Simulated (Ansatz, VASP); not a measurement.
# C in VASP and in Ansatz

```
C
1.0
     2.56432    0.00000    0.00000
    -1.28216    2.22077    0.00000
     0.00000    0.00000    4.22300
C
4
Direct
  0.33333 0.66667 0.99958
  0.66667 0.33333 0.49958
  0.33333 0.66667 0.37442
  0.66667 0.33333 0.87442
```

Change from the starting cell: strained cell.

Alike in both runs: functional PBEsol; k mesh 9 × 9 × 6; occupations gaussian, width 0.02 eV; no spin polarisation.

Ansatz relaxed the structure, and its values are those at the end. VASP's run is a single point on that final structure, the one shown.

```csv
,VASP,Ansatz
version,VASP 6.6.1,Ansatz 0.2.0
potentials or method,"VASP PAW PBE potentials, release 64 (C), cutoff 520 eV","scalar-relativistic, plane waves, PAW"
valence electrons in the cell,16,16
```

Ansatz gave:

* gap on the k mesh at the Fermi level (eV): 3.32
* least direct gap on the mesh (eV): 4.70
* pressure (GPa): -26.5

Task: Which values does VASP return?

Result: gap on the k mesh at the Fermi level (eV): 3.30; least direct gap on the mesh (eV): 4.70; pressure (GPa): -25.6.

VASP's potentials were made for PBE, not for PBEsol, and Ansatz warns of the same on its side. Ansatz's warnings: stress scf threshold loose.
